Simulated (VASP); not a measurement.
# Nb (I4/mmm) in VASP: further runs

Nb is run at these levels: PBEsol; tasks: single point.

Everything below comes from runs of VASP 6.6.1. Logs are shortened: lines on timing, memory, paths and dates and some standing lists are left out, and cuts for length are marked.

### Step 1. The cell of the first run

It takes space group I4/mmm (No. 139, tetragonal). Conventional cell: a = 3.378 Å, b = 3.378 Å, c = 3.428 Å, α = 90.00°, β = 90.00°, γ = 90.00°. Within 3.9 Å of Nb (site symmetry 4/mmm) lie 14 Nb at 2.94 to 3.43 Å.

### Step 2. Single point, PBEsol (strain +0.015 along x and y, +0.030 along z)

INCAR

```
PREC = Accurate ; ENCUT = 520
EDIFF = 1E-6 ; ISMEAR = 0
SIGMA = 0.15 ; LREAL = False
LASPH = True ; NELM = 60
ALGO = Fast ; ISIF = 2
LWAVE = False ; LCHARG = False
GGA = PS ; NBANDS = 12
```

KPOINTS

```
regular mesh
0
Gamma
  20 20 20
```

POSCAR

```
Nb
1.0
   -1.6889092500      1.6889092500      1.7138685000
    1.6889092500     -1.6889092500      1.7138685000
    1.6889092500      1.6889092500     -1.7138685000
Nb
1
Direct
    0.0000000000      0.0000000000      0.0000000000
```

Potentials or basis: VASP PAW PBE potentials, release 64 (Nb_sv).

Launch:

```bash
> cat potpaw_PBE.64/Nb_sv/POTCAR > POTCAR
> mpirun -np 1 vasp_std > vasp.out
```

OUTCAR:

```text
PREC = Accurate
   ENCUT = 520
   EDIFF = 1E-6
   ISMEAR = 0
   LREAL = False
   LASPH = True
   NELM = 60
   ISIF = 2
   GGA = PS

 ion  position               nearest neighbor table
   1  0.000  0.000  0.000-

  LATTYP: Found a body centered tetragonal cell.
 ALAT       =     3.3778185000
 C/A-ratio  =     1.0147783251

  Lattice vectors:

 A1 = (  -1.6889092500,   1.6889092500,   1.7138685000)
 A2 = (   1.6889092500,  -1.6889092500,   1.7138685000)
 A3 = (   1.6889092500,   1.6889092500,  -1.7138685000)

Analysis of symmetry for initial positions (statically):
=====================================================================
 Subroutine PRICEL returns:
 Original cell was already a primitive cell.

 Routine SETGRP: Setting up the symmetry group for a
 body centered tetragonal supercell.

 Subroutine GETGRP returns: Found 16 space group operations
 (whereof 16 operations were pure point group operations)
 out of a pool of 16 trial point group operations.

The static configuration has the point symmetry D_4h.

Analysis of symmetry for dynamics (positions and initial velocities):
=====================================================================
 Subroutine PRICEL returns:
 Original cell was already a primitive cell.

 Routine SETGRP: Setting up the symmetry group for a
 body centered tetragonal supercell.

 Subroutine GETGRP returns: Found 16 space group operations
 (whereof 16 operations were pure point group operations)
 out of a pool of 16 trial point group operations.

The dynamic configuration has the point symmetry D_4h.

 Subroutine INISYM returns: Found 16 space group operations
 (whereof 16 operations are pure point group operations),
 and found     1 'primitive' translations

----------------------------------------------------------------------------------------

                                     Primitive cell

  volume of cell :      19.5547

  direct lattice vectors                    reciprocal lattice vectors
    -1.688909250  1.688909250  1.713868500     0.000000000  0.296049062  0.291737668
     1.688909250 -1.688909250  1.713868500     0.296049062  0.000000000  0.291737668
     1.688909250  1.688909250 -1.713868500     0.296049062  0.296049062  0.000000000

  length of vectors
     2.939757498  2.939757498  2.939757498     0.415639164  0.415639164  0.418676599

  position of ions in fractional coordinates (direct lattice)
     0.000000000  0.000000000  0.000000000

  ion indices of the primitive-cell ions
   primitive index   ion index
                 1           1

----------------------------------------------------------------------------------------

 KPOINTS: regular mesh

Automatic generation of k-mesh.
 Grid dimensions read from file:
 generate k-points for:   20   20   20

 Generating k-lattice:

  Cartesian coordinates                     Fractional coordinates (reciprocal lattice)
     0.000000000  0.014802453  0.014586883     0.050000000  0.000000000 -0.000000000
     0.014802453  0.000000000  0.014586883     0.000000000  0.050000000 -0.000000000
     0.014802453  0.014802453  0.000000000     0.000000000  0.000000000  0.050000000

  Length of vectors
     0.020781958  0.020781958  0.020933830

  Shift w.r.t. Gamma in fractional coordinates (k-lattice)
     0.000000000  0.000000000  0.000000000

 Subroutine IBZKPT returns following result:
 ===========================================

 Found    641 irreducible k-points:

 Following reciprocal coordinates:
            Coordinates               Weight
  0.000000  0.000000  0.000000      1.000000
  0.050000  0.000000 -0.000000      8.000000
  0.100000  0.000000  0.000000      8.000000
  0.150000  0.000000  0.000000      8.000000
  0.200000  0.000000  0.000000      8.000000
  0.250000  0.000000  0.000000      8.000000
[... 16 lines left out ...]
 -0.400000  0.050000  0.000000     16.000000
 -0.350000  0.050000  0.000000     16.000000
 [... further k-points ...]
   k-points           NKPTS =    641   k-points in BZ     NKDIM =    641   number of bands    NBANDS=     12
   number of dos      NEDOS =    301   number of ions     NIONS =      1
   total plane-waves  NPLWV =  13824
   dimension x,y,z NGX =    24 NGY =   24 NGZ =   24
   dimension x,y,z NGXF=    48 NGYF=   48 NGZF=   48
   ions per type =               1
   NGX,Y,Z   is equivalent  to a cutoff of  13.57, 13.57, 13.57 a.u.
   NGXF,Y,Z  is equivalent  to a cutoff of  27.14, 27.14, 27.14 a.u.
 SYSTEM =  unknown system
   PREC   = accura    normal or accurate (medium, high low for compatibility)
   ISTART =      0    job   : 0-new  1-cont  2-samecut
   ICHARG =      2    charge: 1-file 2-atom 10-const
   ISPIN  =      1    spin polarized calculation?
   LNONCOLLINEAR =      F non collinear calculations
   LSORBIT =      F    spin-orbit coupling
   LASPH  =      T    aspherical Exc in radial PAW
   ENCUT  =  520.0 eV  38.22 Ry    6.18 a.u.   5.47  5.47  5.47*2*pi/ulx,y,z
   NELM   =     60;   NELMIN=  2; NELMDL= -5     # of ELM steps
   EDIFF  = 0.1E-05   stopping-criterion for ELM
   LREAL  =      F    real-space projection
   EDIFFG = 0.1E-04   stopping-criterion for IOM
   NSW    =      0    number of steps for IOM
   IBRION =     -1    ionic relax: 0-MD 1-quasi-New 2-CG
   NFREE  =      0    steps in history (QN), initial steepest desc. (CG)
   ISIF   =      2    stress and relaxation
   ISYM   =      2    0-nonsym 1-usesym 2-fastsym
   POTIM  = 0.5000    time-step for ionic-motion
   TEBEG  =    0.0;   TEEND  =   0.0 temperature during run
   PSTRESS=    0.0 pullay stress
   NELECT =      13.0000    total number of electrons
   NUPDOWN=      -1.0000    fix difference up-down
   EMIN   =  10.00;   EMAX   =-10.00  energy-range for DOS
   EFERMI =   0.00;   METHOD = LEGACY
   ISMEAR =     0;   SIGMA  =   0.15  broadening in eV -4-tet -1-fermi 0-gaus
   EFERMI_NEDOS =   21; number of points for ismear=-14 and -15
   IALGO  =     68    algorithm
   IMIX   =      4    mixing-type and parameters
     AMIX     =   0.40;   BMIX     =  1.00
     AMIX_MAG =   1.60;   BMIX_MAG =  1.00
  volume/ion in A,a.u.               =      19.55       131.96
  Fermi-wavevector in a.u.,A,eV,Ry     =   1.428804  2.700048 27.776023  2.041480
  Thomas-Fermi vector in A             =   2.548826
   LORBIT       =      0    0 simple, 1 ext, 2 COOP (PROOUT), +10 PAW based schemes
   GGA     = PS    functional components
   LHFCALC =     F    Hartree Fock is set to
   AEXX    =    0.0000 exact exchange contribution
   IVDW    =     0    specifies the selected vdW correction
   LEPSILON=     F    determine dielectric tensor
   LRPA    =     F    only Hartree local field effects (RPA)
 non-spin polarized calculation
 RMM-DIIS sequential band-by-band and
 Gauss-broadening in eV      SIGMA  =   0.15
  energy-cutoff  :      520.00
  volume of cell :       19.55
 maximum number of plane-waves:       547
 NGX is ok and might be reduce to    24
   NGX = 11   NGY = 11   NGZ = 11

 number of electron      13.0000001 magnetization

 Free energy of the ion-electron system (eV)
  ---------------------------------------------------
  ext. energy  EPLUGINS =         0.00000000
  ---------------------------------------------------
  free energy    TOTEN  =       -10.84438835 eV

  energy without entropy =      -10.82531508  energy(sigma->0) =      -10.83485172

 E-fermi :   9.9441     XC(G=0): -12.2091

 val. band max:        9.9435978943   @ k =   0.2000   0.0000   0.0000
 cond. band min:       9.9451803885   @ k =   0.3000   0.0000   0.0000
 fundamental gap:      0.0015824942
 Fermi energy:         9.9440586533

 k-point     1 :       0.0000    0.0000    0.0000
  band No.  band energies     occupation
      1     -44.4529      2.00000
      2     -19.9237      2.00000
      3     -19.9231      2.00000
      4     -19.9231      2.00000
      5       4.1362      2.00000
      6      10.2723      0.00197
      7      10.2723      0.00197
      8      10.4178      0.00001
      9      12.8641      0.00000
     10      13.0570      0.00000
     11      23.7581      0.00000
     12      23.9974      0.00000

 k-point     2 :       0.0500    0.0000   -0.0000
  band No.  band energies     occupation
      1     -44.4486      2.00000
      2     -19.9510      2.00000
      3     -19.9315      2.00000
      4     -19.9235      2.00000
      5       4.2306      2.00000
      6      10.2605      0.00285
      7      10.2612      0.00279
      8      10.4624      0.00000
      9      12.7951      0.00000
     10      13.0385      0.00000
     11      23.8844      0.00000
     12      24.1582      0.00000

 k-point     3 :       0.1000    0.0000    0.0000
  band No.  band energies     occupation
      1     -44.4363      2.00000
      2     -20.0305      2.00000
      3     -19.9559      2.00000
      4     -19.9237      2.00000
      5       4.5050      2.00000
      6      10.1248      0.08841
      7      10.2143      0.01085
      8      10.7043      0.00000
      9      12.6108      0.00000
     10      13.0218      0.00000
     11      24.1223      0.00000
     12      24.6323      0.00000
[... 286 lines left out ...]
 k-point    23 :      -0.4000    0.0500    0.0000
  band No.  band energies     occupation
      1     -44.3012      2.00000
      2     -20.8298      2.00000
      3     -20.2143      2.00000
      4     -19.9379      2.00000
      5       6.6535      2.00000
      6       8.7789      2.00000
      7      10.5257      0.00000
      8      12.7583      0.00000
      9      13.4702      0.00000
     10      14.6002      0.00000
     11      22.1001      0.00000
     12      22.2832      0.00000

 k-point    24 :      -0.3500    0.0500    0.0000
  band No.  band energies     occupation
      1     -44.3235      2.00000
      2     -20.7053      2.00000
      3     -20.1710      2.00000
      4     -19.9373      2.00000
      5       6.5674      2.00000
      6       8.9716      2.00000
      7      10.0157      0.49950
      8      12.5876      0.00000
      9      13.3574      0.00000
     10      13.7626      0.00000
     11      22.8498      0.00000
     12      23.3087      0.00000

 [... further k-points ...]
[... 5 lines left out ...]
  --------------------------------------------------------------------------------------
  -------------------------------------------------------------------------------------
  Total       -1.9630576     -1.9630576     -2.1248457      0.0000000      0.0000000      0.0000000
  in kB     -160.8397915   -160.8397915   -174.0956247      0.0000000      0.0000000      0.0000000
  external PRESSURE =    -165.2584026 kB  Pullay stress =       0.0000000 kB

 VOLUME and BASIS-vectors are now :
 -----------------------------------------------------------------------------
  energy-cutoff  :      520.00
  volume of cell :       19.55
      direct lattice vectors                 reciprocal lattice vectors
    -1.688909250  1.688909250  1.713868500     0.000000000  0.296049062  0.291737668
     1.688909250 -1.688909250  1.713868500     0.296049062  0.000000000  0.291737668
     1.688909250  1.688909250 -1.713868500     0.296049062  0.296049062  0.000000000

 POSITION                                       TOTAL-FORCE (eV/Angst)
 -----------------------------------------------------------------------------------
      0.00000      0.00000      0.00000        -0.000000      0.000000      0.000000
 -----------------------------------------------------------------------------------
    total drift:                               -0.000000     -0.000000      0.000000

  FREE ENERGIE OF THE ION-ELECTRON SYSTEM (eV)
  ---------------------------------------------------
  free  energy   TOTEN  =       -10.8443883535 eV

  energy  without entropy=      -10.8253150807  energy(sigma->0) =      -10.83485172
```

It took 9.6 min on 1 thread of AMD EPYC 7R13, shared host; peak memory 0.23 GiB.

What came out:

* Free energy: -10.8444 eV
* Pressure: -16.5 GPa
* Band gap on the k mesh: zero (an odd number of electrons rules out a gap without spin polarisation)

Stress tensor (GPa, compression positive):
```
-16.08   0.00   0.00
  0.00 -16.08   0.00
  0.00   0.00 -17.41
```

Caveat: the cell differs from its parent crystal (strain +0.015 along x and y, +0.030 along z); the cell stands under tension; the PAW data sets were made with another functional, which shifts forces and pressure a little.

### Step 3. Single point, PBEsol (strain -0.030 along x and y, -0.015 along z)

INCAR

```
SYSTEM = Nb
PREC     = Accurate       ! precision mode
ENCUT    = 520            ! plane-wave cutoff, eV
EDIFF    = 1E-6           ! SCF threshold, eV
ISMEAR   = 0              ! smearing method
SIGMA    = 0.15           ! smearing width, eV
LREAL    = .False.        ! projectors in reciprocal space
LASPH    = .True.         ! aspherical terms in the spheres
NELM     = 60             ! most SCF steps
ALGO     = Normal         ! electronic algorithm
ISIF     = 2              ! what is computed and relaxed
LWAVE    = .False.        ! write WAVECAR
LCHARG   = .True.         ! write CHGCAR
GGA      = PS             ! functional
LELF     = .True.         ! ELF
LVHAR    = .True.       
NBANDS   = 12             ! bands
```

KPOINTS

```
regular mesh
0
Gamma
  20 20 20
  0 0 0
```

POSCAR

```
Nb
1.0
   -1.6140315000      1.6140315000      1.6389907500
    1.6140315000     -1.6140315000      1.6389907500
    1.6140315000      1.6140315000     -1.6389907500
Nb
1
Direct
    0.0000000000      0.0000000000      0.0000000000
```

Potentials or basis: VASP PAW PBE potentials, release 64 (Nb_sv).

Launch:

```bash
> cat potpaw_PBE.64/Nb_sv/POTCAR > POTCAR
> mpirun -np 1 vasp_std > vasp.out
```

Wall time 4.5 min (1 thread of AMD EPYC 7R13, shared host); peak memory 0.22 GiB.

Results (log left out):

* Free energy: -10.9540 eV
* Pressure: 4.4 GPa
* Band gap on the k mesh: zero (an odd number of electrons rules out a gap without spin polarisation)

Stress tensor (GPa, compression positive):
```
5.13 0.00 0.00
0.00 5.13 0.00
0.00 0.00 3.00
```

Levels at points of the mesh, in eV from the Fermi level:
```tsv
k point	band 2	band 3	band 4	band 5	band 6	band 7	band 8	band 9	band 10	band 11
(0.00, 0.00, 0.00)	-29.40	-29.40	-29.40	-6.07	0.28	0.28	0.46	3.31	3.55	14.16
(0.50, 0.00, 0.00)	-31.02	-29.90	-29.42	-3.97	-1.77	2.51	3.40	4.21	6.84	11.78
(0.50, 0.50, 0.00)	-31.01	-29.92	-29.44	-3.99	-1.96	2.63	3.66	4.31	6.88	11.75
(0.50, 0.50, 0.50)	-30.53	-30.48	-30.48	-4.09	-4.04	5.97	6.03	6.03	9.27	9.63
```

Caveat: the cell differs from its parent crystal (strain -0.030 along x and y, -0.015 along z); the cell stands under pressure; the PAW data sets were made with another functional, which shifts forces and pressure a little.
